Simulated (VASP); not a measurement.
Wanted: the native input for a VASP 6.6.1 run.

```yaml
Task: single point
Functional: PBE
Potentials_or_basis: VASP PAW PBE potentials, release 64 (Na_pv, Cd, In_d)
Cutoff: 520 eV
k_mesh: 12 × 12 × 14
Occupations: gaussian, width 0.1 eV
Spin: no spin polarisation
Dipole_correction: no
Further_INCAR_settings: ALGO = Fast; EDIFF = 1e-07; NBANDS = 23
```

The structure of NaCdIn lies in POSCAR:

```
NaCdIn
1.0
    4.9726422904      0.0000000027      0.0000000000
   -2.4863211475      4.3064345460      0.0000000000
    0.0000000000      0.0000000000      3.1999019309
Na Cd In
1 1 1
Direct
    0.0000000000      0.0000000000      0.0000000000
    0.6666666667      0.3333333333      0.5000000000
    0.3333333333      0.6666666667      0.5000000000
```

These files were run (other wordings do the same):

INCAR

```
SYSTEM = NaCdIn
ALGO = Fast
EDIFF = 1E-7
ENCUT = 520
GGA = PE
ISIF = 2
ISMEAR = 0
LASPH = .True.
LCHARG = .False.
LREAL = .False.
LWAVE = .False.
NBANDS = 23
NELM = 60
PREC = Accurate
SIGMA = 0.1
```

KPOINTS

```
k-points
0
Gamma
  12 12 14
  0 0 0
```

Potentials or basis: VASP PAW PBE potentials, release 64 (Na_pv, Cd, In_d).

Launch:

```sh
$ cat potpaw_PBE.64/Na_pv/POTCAR potpaw_PBE.64/Cd/POTCAR potpaw_PBE.64/In_d/POTCAR > POTCAR
$ mpirun -np 1 vasp_std > vasp.out
```

Results of the run:

```
Pressure               : 4.6 GPa
Band gap on the k mesh : zero (bands 16 and 17 overlap by 3.32 eV)
```

Caveat: the cell stands under pressure; spin-orbit coupling is left out, which moves the levels of the heavy elements.

It took 4 min on 1 thread of Oxide Virtual Turin-like Processor (shared host), peak memory 0.35 GiB.
